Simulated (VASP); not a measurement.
A run of VASP 6.6.1 is set up as follows.

Contents of INCAR:

```
PREC     = Accurate       # precision mode
ENCUT    = 520            # plane-wave cutoff, eV
EDIFF    = 1E-7           # SCF threshold, eV
ISMEAR   = -1             # smearing method
SIGMA    = 0.05           # smearing width, eV
LREAL    = F              # projectors in reciprocal space
LASPH    = T              # aspherical terms in the spheres
NELM     = 60             # most SCF steps
ALGO     = Normal         # electronic algorithm
ISIF     = 2              # what is computed and relaxed
LWAVE    = F              # write WAVECAR
LCHARG   = F              # write CHGCAR
GGA      = PE             # functional
NBANDS   = 20             # bands
```

The input KPOINTS:

```
regular mesh
0
Gamma
  12 12 4
```

POSCAR

```
O
1.0
    2.4581945932      0.0000000000      0.0000000000
   -1.2290972966      2.1288589651      0.0000000000
    0.0000000000      0.0000000000      7.8073262400
O
4
Direct
    0.3333333333      0.6666666667      0.1718966900
    0.6666666667      0.3333333333      0.8281033100
    0.6666666667      0.3333333333      0.6718966900
    0.3333333333      0.6666666667      0.3281033100
```

Potentials or basis: VASP PAW PBE potentials, release 64 (O).

The run is started by

```sh
$ cat potpaw_PBE.64/O/POTCAR > POTCAR
$ mpirun -np 1 vasp_std > vasp.out
```

Task: Estimate the largest force.

Result: 0.616 eV/Å.

Task: Predict the band gap on the k mesh.

Result: Zero (band 12 reaches 2.75 eV, above the bottom of band 13 at 0.14 eV).

Task: Estimate the pressure.

Result: 5.9 GPa.

Stress tensor (GPa, compression positive):
```
4.65 0.00 0.00
0.00 4.65 0.00
0.00 0.00 8.49
```

Caveat: the standard files for N, O and F lose accuracy on very short bonds; spin is off for a triplet molecule.
